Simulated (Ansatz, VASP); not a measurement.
# Sn in VASP and in Ansatz

The input INCAR:

```
  PREC = Accurate
  ENCUT = 520
  EDIFF = 1E-6
  ISMEAR = -1
  SIGMA = 0.1
  LREAL = F
  LASPH = T
  NELM = 80
  ALGO = Normal
  ISIF = 2
  LWAVE = F
  LCHARG = F
  GGA = CA
  NBANDS = 21
```

The input KPOINTS:

```
Automatic mesh
0
Gamma
  14 14 14
```

POSCAR

```
Sn
1.0
    0.0000000000      3.3222233095      3.3222233095
    3.3222233095      0.0000000000      3.3222233095
    3.3222233095      3.3222233095      0.0000000000
Sn
2
Direct
    0.5000000000      0.5000000000      0.5000000000
    0.7500000000      0.7500000000      0.7500000000
```

Input for Ansatz:

```yaml
crystal:
  lattice:
    - [0.0, 3.3222233095, 3.3222233095]
    - [3.3222233095, 0.0, 3.3222233095]
    - [3.3222233095, 3.3222233095, 0.0]
  atoms:
    - { symbol: Sn, position: [0.5, 0.5, 0.5] }
    - { symbol: Sn, position: [0.75, 0.75, 0.75] }
hamiltonian:
  xc: lda
  pseudopotentials:
    kind: paw
    azcp:
      Sn: "pseudopotentials/Sn.paw.azcp"
basis:
  ecutwfc: 420
  fft_grid_basis: typed
kpoints:
  mp_grid: { grid: [14, 14, 14], shift: [0, 0, 0] }
magnetization:
  spin_polarized: false
scf:
  occupations: { method: fermi_dirac, width: 0.1 }
output:
  stress: true
```

Alike in both runs: task single point; functional LDA; k mesh 14 × 14 × 14; occupations fermi-dirac, width 0.1 eV; no spin polarisation.

|  | VASP | Ansatz |
| --- | --- | --- |
| version | VASP 6.6.1 | Ansatz 0.2.0 |
| potentials or method | VASP PAW LDA potentials, release 64 (Sn_d), cutoff 520 eV | plane waves (420 eV) with PAW, scalar-relativistic |
| valence electrons in the cell | 28 | 28 |

|  | VASP | Ansatz | Ansatz less VASP |
| --- | --- | --- | --- |
| pressure (GPa) | -2.9 | -2.9 | +0.03 |

Ansatz warns that its potentials were made for another functional, while VASP's fit it. LDA's correlation is that of Perdew and Zunger in VASP and of Perdew and Wang (1992) in Ansatz.
